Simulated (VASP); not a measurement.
# Tl (R-3m) in VASP: notebook

Runs on Tl. Level: PBE. Tasks: single point, relaxation of cell and atoms.

Everything below comes from runs of VASP 6.6.1. Logs are shortened: lines on timing, memory, paths and dates and some standing lists are left out, and cuts for length are marked.

### 1 The cell of the first run

Symmetry: R-3m, No. 166, trigonal system. Conventional cell: a = 3.521 Å, b = 3.521 Å, c = 8.676 Å, α = 90.00°, β = 90.00°, γ = 120.00°. Tl (site symmetry -3m) has 12 Tl at 3.52 to 3.54 Å within 4.6 Å.

### 2 Single point, PBE

File INCAR:

```
SYSTEM = Tl
PREC = Accurate
ENCUT = 520
EDIFF = 1E-6
ISMEAR = 0
SIGMA = 0.1
LREAL = .False.
LASPH = .True.
NELM = 100
ALGO = Normal
ISIF = 2
LWAVE = .False.
LCHARG = .True.
GGA = PE
LELF = .True.
LVHAR = .True.
NBANDS = 26
```

File KPOINTS:

```
Automatic mesh
0
Gamma
  15 15 6
  0 0 0
```

File POSCAR:

```
Tl
1.0
    3.5212520720      0.0000000000      0.0000000000
   -1.7606260360      3.0494937475      0.0000000000
    0.0000000000      0.0000000000      8.6762271974
Tl
3
Direct
    0.0000000000      0.0000000000      0.0000000000
    0.3333333333      0.6666666667      0.3333333333
    0.6666666667      0.3333333333      0.6666666667
```

Potentials or basis: VASP PAW PBE potentials, release 64 (Tl_d).

Run with:

```
> cat potpaw_PBE.64/Tl_d/POTCAR > POTCAR
> mpirun -np 1 vasp_std > vasp.out
```

OUTCAR:

```text
SYSTEM = Tl
   PREC = Accurate
   ENCUT = 520
   EDIFF = 1E-6
   ISMEAR = 0
   LREAL = .False.
   LASPH = .True.
   NELM = 100
   ISIF = 2
   GGA = PE

 ion  position               nearest neighbor table
   1  0.000  0.000  0.000-   2 3.54   3 3.54   3 3.54   2 3.54   3 3.54   2 3.54
   2  0.333  0.667  0.333-   1 3.54   1 3.54   1 3.54   3 3.54   3 3.54   3 3.54
   3  0.667  0.333  0.667-   1 3.54   1 3.54   1 3.54   2 3.54   2 3.54   2 3.54

  LATTYP: Found a hexagonal cell.
 ALAT       =     3.5212520720
 C/A-ratio  =     2.4639608355

  Lattice vectors:

 A1 = (   3.5212520720,   0.0000000000,   0.0000000000)
 A2 = (  -1.7606260360,   3.0494937475,   0.0000000000)
 A3 = (   0.0000000000,   0.0000000000,   8.6762271974)

Analysis of symmetry for initial positions (statically):
=====================================================================
 Subroutine PRICEL returns following result:

  LATTYP: Found a trigonal (rhomboedric) cell.
 ALAT       =     3.5351342395
 COS(alpha) =     0.5039192035

  Lattice vectors:

 A1 = (   1.7606260358,  -1.0164979157,   2.8920757322)
 A2 = (  -0.0000000002,   2.0329958318,   2.8920757322)
 A3 = (  -1.7606260356,  -1.0164979160,   2.8920757330)

   3 primitive cells build up your supercell.

 Routine SETGRP: Setting up the symmetry group for a
 hexagonal supercell.

 Subroutine GETGRP returns: Found 12 space group operations
 (whereof 12 operations were pure point group operations)
 out of a pool of 24 trial point group operations.

The static configuration has the point symmetry D_3d.

Analysis of symmetry for dynamics (positions and initial velocities):
=====================================================================
 Subroutine PRICEL returns following result:

  LATTYP: Found a trigonal (rhomboedric) cell.
 ALAT       =     3.5351342395
 COS(alpha) =     0.5039192035

  Lattice vectors:

 A1 = (   1.7606260358,  -1.0164979157,   2.8920757322)
 A2 = (  -0.0000000002,   2.0329958318,   2.8920757322)
 A3 = (  -1.7606260356,  -1.0164979160,   2.8920757330)

   3 primitive cells build up your supercell.

 Routine SETGRP: Setting up the symmetry group for a
 hexagonal supercell.

 Subroutine GETGRP returns: Found 12 space group operations
 (whereof 12 operations were pure point group operations)
 out of a pool of 24 trial point group operations.

The dynamic configuration has the point symmetry D_3d.

 Subroutine INISYM returns: Found 12 space group operations
 (whereof 12 operations are pure point group operations),
 and found     3 'primitive' translations

----------------------------------------------------------------------------------------

                                     Primitive cell

  volume of cell :      31.0552

  direct lattice vectors                    reciprocal lattice vectors
     1.760626036 -1.016497916  2.892075732     0.283989893 -0.163961641  0.115257470
    -0.000000000  2.032995832  2.892075732    -0.000000000  0.327923283  0.115257470
    -1.760626036 -1.016497916  2.892075733    -0.283989893 -0.163961641  0.115257470

  length of vectors
     3.535134240  3.535134240  3.535134240     0.347588786  0.347588785  0.347588785

  position of ions in fractional coordinates (direct lattice)
     0.000000000  0.000000000  0.000000000

  ion indices of the primitive-cell ions
   primitive index   ion index
                 1           1

----------------------------------------------------------------------------------------

 KPOINTS: Automatic mesh

Automatic generation of k-mesh.
 Grid dimensions read from file:
 generate k-points for:   15   15    6

 Generating k-lattice:

  Cartesian coordinates                     Fractional coordinates (reciprocal lattice)
     0.018932660  0.010930776  0.000000000     0.066666667 -0.000000000  0.000000000
     0.000000000  0.021861552  0.000000000     0.000000000  0.066666667  0.000000000
     0.000000000  0.000000000  0.019209578     0.000000000  0.000000000  0.166666667

  Length of vectors
     0.021861552  0.021861552  0.019209578

  Shift w.r.t. Gamma in fractional coordinates (k-lattice)
     0.000000000  0.000000000  0.000000000

 Subroutine IBZKPT returns following result:
 ===========================================

 Found    146 irreducible k-points:

 Following reciprocal coordinates:
            Coordinates               Weight
  0.000000  0.000000  0.000000      1.000000
  0.066667  0.000000  0.000000      6.000000
  0.133333 -0.000000  0.000000      6.000000
  0.200000  0.000000  0.000000      6.000000
  0.266667 -0.000000  0.000000      6.000000
  0.333333  0.000000  0.000000      6.000000
[... 16 lines left out ...]
  0.333333  0.200000  0.000000     12.000000
  0.400000  0.200000  0.000000      6.000000
 [... further k-points ...]
   k-points           NKPTS =    146   k-points in BZ     NKDIM =    146   number of bands    NBANDS=     26
   number of dos      NEDOS =    301   number of ions     NIONS =      3
   total plane-waves  NPLWV =  54880
   dimension x,y,z NGX =    28 NGY =   28 NGZ =   70
   dimension x,y,z NGXF=    56 NGYF=   56 NGZF=  140
   ions per type =               3
   NGX,Y,Z   is equivalent  to a cutoff of  13.22, 13.22, 13.41 a.u.
   NGXF,Y,Z  is equivalent  to a cutoff of  26.44, 26.44, 26.83 a.u.
 SYSTEM =  Tl
   PREC   = accura    normal or accurate (medium, high low for compatibility)
   ISTART =      0    job   : 0-new  1-cont  2-samecut
   ICHARG =      2    charge: 1-file 2-atom 10-const
   ISPIN  =      1    spin polarized calculation?
   LNONCOLLINEAR =      F non collinear calculations
   LSORBIT =      F    spin-orbit coupling
   LASPH  =      T    aspherical Exc in radial PAW
   ENCUT  =  520.0 eV  38.22 Ry    6.18 a.u.   6.55  6.55 16.13*2*pi/ulx,y,z
   NELM   =    100;   NELMIN=  2; NELMDL= -5     # of ELM steps
   EDIFF  = 0.1E-05   stopping-criterion for ELM
   LREAL  =      F    real-space projection
   EDIFFG = 0.1E-04   stopping-criterion for IOM
   NSW    =      0    number of steps for IOM
   IBRION =     -1    ionic relax: 0-MD 1-quasi-New 2-CG
   NFREE  =      0    steps in history (QN), initial steepest desc. (CG)
   ISIF   =      2    stress and relaxation
   ISYM   =      2    0-nonsym 1-usesym 2-fastsym
   POTIM  = 0.5000    time-step for ionic-motion
   TEBEG  =    0.0;   TEEND  =   0.0 temperature during run
   PSTRESS=    0.0 pullay stress
   NELECT =      39.0000    total number of electrons
   NUPDOWN=      -1.0000    fix difference up-down
   EMIN   =  10.00;   EMAX   =-10.00  energy-range for DOS
   EFERMI =   0.00;   METHOD = LEGACY
   ISMEAR =     0;   SIGMA  =   0.10  broadening in eV -4-tet -1-fermi 0-gaus
   EFERMI_NEDOS =   21; number of points for ismear=-14 and -15
   IALGO  =     38    algorithm
   IMIX   =      4    mixing-type and parameters
     AMIX     =   0.40;   BMIX     =  1.00
     AMIX_MAG =   1.60;   BMIX_MAG =  1.00
  volume/ion in A,a.u.               =      31.06       209.57
  Fermi-wavevector in a.u.,A,eV,Ry     =   1.224648  2.314248 20.405495  1.499762
  Thomas-Fermi vector in A             =   2.359714
   LORBIT       =      0    0 simple, 1 ext, 2 COOP (PROOUT), +10 PAW based schemes
   GGA     = PE    functional components
   LHFCALC =     F    Hartree Fock is set to
   AEXX    =    0.0000 exact exchange contribution
   IVDW    =     0    specifies the selected vdW correction
   LEPSILON=     F    determine dielectric tensor
   LRPA    =     F    only Hartree local field effects (RPA)
 non-spin polarized calculation
 Gauss-broadening in eV      SIGMA  =   0.10
  energy-cutoff  :      520.00
  volume of cell :       93.17
 maximum number of plane-waves:      2553
 NGX is ok and might be reduce to    28
   NGX = 13   NGY = 13   NGZ = 33

 number of electron      39.0000002 magnetization

 Free energy of the ion-electron system (eV)
  ---------------------------------------------------
  ext. energy  EPLUGINS =         0.00000000
  ---------------------------------------------------
  free energy    TOTEN  =        -6.62737368 eV

  energy without entropy =       -6.61934691  energy(sigma->0) =       -6.62336029

 E-fermi :   5.6930     XC(G=0):  -9.7854

 val. band max:        5.6912021286   @ k =   0.2667  -0.0000   0.1667
 cond. band min:       5.7057699510   @ k =   0.4000   0.2000   0.5000
 fundamental gap:      0.0145678224
 Fermi energy:         5.6929581803

 k-point     1 :       0.0000    0.0000    0.0000
  band No.  band energies     occupation
      1      -5.8709      2.00000
      2      -5.8709      2.00000
      3      -5.7780      2.00000
      4      -5.7685      2.00000
      5      -5.7685      2.00000
      6      -5.7355      2.00000
[... 18 lines left out ...]
     25      15.2281      0.00000
     26      15.3746      0.00000

 k-point     2 :       0.0667    0.0000    0.0000
  band No.  band energies     occupation
      1      -5.8635      2.00000
      2      -5.8581      2.00000
      3      -5.7735      2.00000
      4      -5.7675      2.00000
      5      -5.7577      2.00000
      6      -5.7389      2.00000
[... 18 lines left out ...]
     25      14.4559      0.00000
     26      15.1437      0.00000

 k-point     3 :       0.1333   -0.0000    0.0000
  band No.  band energies     occupation
      1      -5.8657      2.00000
      2      -5.8215      2.00000
      3      -5.7854      2.00000
      4      -5.7475      2.00000
      5      -5.7435      2.00000
      6      -5.7309      2.00000
[... 18 lines left out ...]
     25      14.1467      0.00000
     26      14.5681      0.00000

 k-point     4 :       0.2000    0.0000    0.0000
  band No.  band energies     occupation
      1      -5.8970      2.00000
      2      -5.8052      2.00000
      3      -5.7887      2.00000
      4      -5.7521      2.00000
      5      -5.7428      2.00000
      6      -5.7170      2.00000
[... 18 lines left out ...]
     25      13.6863      0.00000
     26      13.8898      0.00000
[... 496 lines left out ...]
      1      -5.9196      2.00000
      2      -5.8598      2.00000
      3      -5.8153      2.00000
      4      -5.7774      2.00000
      5      -5.7573      2.00000
      6      -5.7545      2.00000
[... 18 lines left out ...]
     25       9.6425      0.00000
     26      10.0151      0.00000

 k-point    23 :       0.3333    0.2000    0.0000
  band No.  band energies     occupation
      1      -5.9563      2.00000
      2      -5.8515      2.00000
      3      -5.8356      2.00000
      4      -5.8075      2.00000
      5      -5.7381      2.00000
      6      -5.7346      2.00000
[... 18 lines left out ...]
     25      10.0161      0.00000
     26      10.5870      0.00000

 k-point    24 :       0.4000    0.2000    0.0000
  band No.  band energies     occupation
      1      -5.9691      2.00000
      2      -5.8428      2.00000
      3      -5.8337      2.00000
      4      -5.8337      2.00000
      5      -5.7300      2.00000
      6      -5.7300      2.00000
[... 18 lines left out ...]
     25      10.2404      0.00000
     26      11.4454      0.00000

 [... further k-points ...]
[... 5 lines left out ...]
  --------------------------------------------------------------------------------------
  -------------------------------------------------------------------------------------
  Total       -0.0283018     -0.0283018     -0.0318305      0.0000000      0.0000000      0.0000000
  in kB       -0.4867087     -0.4867087     -0.5473923      0.0000000      0.0000000      0.0000000
  external PRESSURE =      -0.5069366 kB  Pullay stress =       0.0000000 kB

 VOLUME and BASIS-vectors are now :
 -----------------------------------------------------------------------------
  energy-cutoff  :      520.00
  volume of cell :       93.17
      direct lattice vectors                 reciprocal lattice vectors
     3.521252072  0.000000000  0.000000000     0.283989893  0.163961641  0.000000000
    -1.760626036  3.049493748  0.000000000     0.000000000  0.327923283  0.000000000
     0.000000000  0.000000000  8.676227197     0.000000000  0.000000000  0.115257470

 POSITION                                       TOTAL-FORCE (eV/Angst)
 -----------------------------------------------------------------------------------
      0.00000      0.00000      0.00000         0.000000     -0.000000      0.000000
     -0.00000      2.03300      2.89208         0.000000     -0.000000      0.000000
      1.76063      1.01650      5.78415        -0.000000      0.000000     -0.000000
 -----------------------------------------------------------------------------------
    total drift:                               -0.000000      0.000000     -0.000000

  FREE ENERGIE OF THE ION-ELECTRON SYSTEM (eV)
  ---------------------------------------------------
  free  energy   TOTEN  =        -6.6273736768 eV

  energy  without entropy=       -6.6193469119  energy(sigma->0) =       -6.62336029
```

It took 5 min on 1 thread of AMD EPYC 7R43 (Zen 3), shared host; peak memory 0.37 GiB.

What came out:

```
Free energy : -6.6274 eV
Pressure    : -0.1 GPa
```

Caveat: spin-orbit coupling is left out, which moves the levels of the heavy elements.

### 3 Relaxation of cell and atoms, PBE

This run uses another cell than the first one, of 31.44 Å³/atom, 1.012 times its volume.

File INCAR:

```
PREC = Accurate
ENCUT = 600
EDIFF = 1E-6
ISMEAR = 0
SIGMA = 0.1
LREAL = F
LASPH = T
NELM = 100
ALGO = Normal
ISIF = 3
LWAVE = F
LCHARG = F
GGA = PE
IBRION = 2
NSW = 65
EDIFFG = -0.01
```

File KPOINTS:

```
regular mesh
0
Gamma
  15 15 6
```

File POSCAR:

```
Tl
1.0
    3.6120709610      0.0000000000      0.0000000000
   -1.8060354805      3.1281452125      0.0000000000
    0.0000000000      0.0000000000      8.3475785367
Tl
3
Direct
    0.0000000000      0.0000000000      0.0000000000
    0.3333333333      0.6666666667      0.3333333333
    0.6666666667      0.3333333333      0.6666666667
```

Potentials or basis: VASP PAW PBE potentials, release 64 (Tl_d).

Run with:

```
> cat potpaw_PBE.64/Tl_d/POTCAR > POTCAR
> mpirun -np 1 vasp_std > vasp.out
```

It took 18 min on 1 thread of Intel Xeon Platinum 8488C (Sapphire Rapids), shared host; peak memory 0.46 GiB.

Results (log left out):

| Item | Value |
| --- | --- |
| Free energy | -6.6272 eV |
| Relaxed volume | 31.03 Å³/atom |
| Relaxed cell | a = 3.519 Å, b = 3.519 Å, c = 8.677 Å, α = 90.00°, β = 90.00°, γ = 120.00° |
| Space group after relaxing (to 0.05 Å) | Fm-3m (No. 225) |
| Energy gained by relaxing | 6.4 meV/atom |
| Ionic steps | 7 |
| Pressure after relaxing | 0.0 GPa |

Step by step:
```
step  energy change (eV)  largest force (eV/Å)  pressure (GPa)  volume (Å³)
   1              0.0000                0.0000           -0.19        94.32
   2             -0.0054                0.0000           -0.07        93.81
   3             -0.0162                0.0000            0.33        92.26
   4             -0.0166                0.0000            0.50        91.64
   5             -0.0188                0.0000            0.13        92.75
   6             -0.0188                0.0000            0.19        92.62
   7             -0.0193                0.0000            0.02        93.08
```

Final structure:
```
Tl
1.0
     3.51942    0.00000    0.00000
    -1.75971    3.04791    0.00000
     0.00000    0.00000    8.67714
Tl
3
Cartesian
  0.0000 0.0000 0.0000
  0.0000 2.0319 2.8924
  1.7597 1.0160 5.7848
```

Levels at points of the mesh, in eV from the Fermi level:
```
           k point  band 17  band 18  band 19  band 20  band 21  band 22
(0.00, 0.00, 0.00)    -7.23    -7.23     0.43     0.43     8.23     8.23
(0.00, 0.00, 0.50)    -8.91    -5.35    -2.55     5.34     5.34     7.81
```

Caveat: spin-orbit coupling is left out, which moves the levels of the heavy elements.
